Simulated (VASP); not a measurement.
A run of VASP 6.6.1 is set up as follows.

INCAR

```
SYSTEM = NaB
PREC = Accurate
ENCUT = 520
EDIFF = 1E-7
ISMEAR = 1
SIGMA = 0.02
LREAL = .FALSE.
LASPH = .TRUE.
NELM = 100
ALGO = Normal
ISIF = 2
LWAVE = .FALSE.
LCHARG = .FALSE.
GGA = CA
NBANDS = 12
```

File KPOINTS:

```
Automatic mesh
0
G
  4 4 4
  0 0 0
```

File POSCAR:

```
NaB
1.0
    0.0000000000      2.5022436514      2.5022436514
    2.5022436514      0.0000000000      2.5022436514
    2.5022436514      2.5022436514      0.0000000000
Na B
1 1
Direct
    0.0000000000      0.0000000000      0.0000000000
    0.5000000000      0.5000000000      0.5000000000
```

Potentials or basis: VASP PAW LDA potentials, release 64 (Na_pv, B).

Run with:

```console
$ cat potpaw_LDA.64/Na_pv/POTCAR potpaw_LDA.64/B/POTCAR > POTCAR
$ mpirun -np 1 vasp_std > vasp.out
```

Question: Estimate the pressure.

Answer: 5.1 GPa.

Question: What does it give for the band gap on the k mesh?

Answer: Zero (band 5 reaches 4.49 eV, above the bottom of band 6 at 0.88 eV).

Caveat: the k points lie up to 0.54 Å⁻¹ apart.
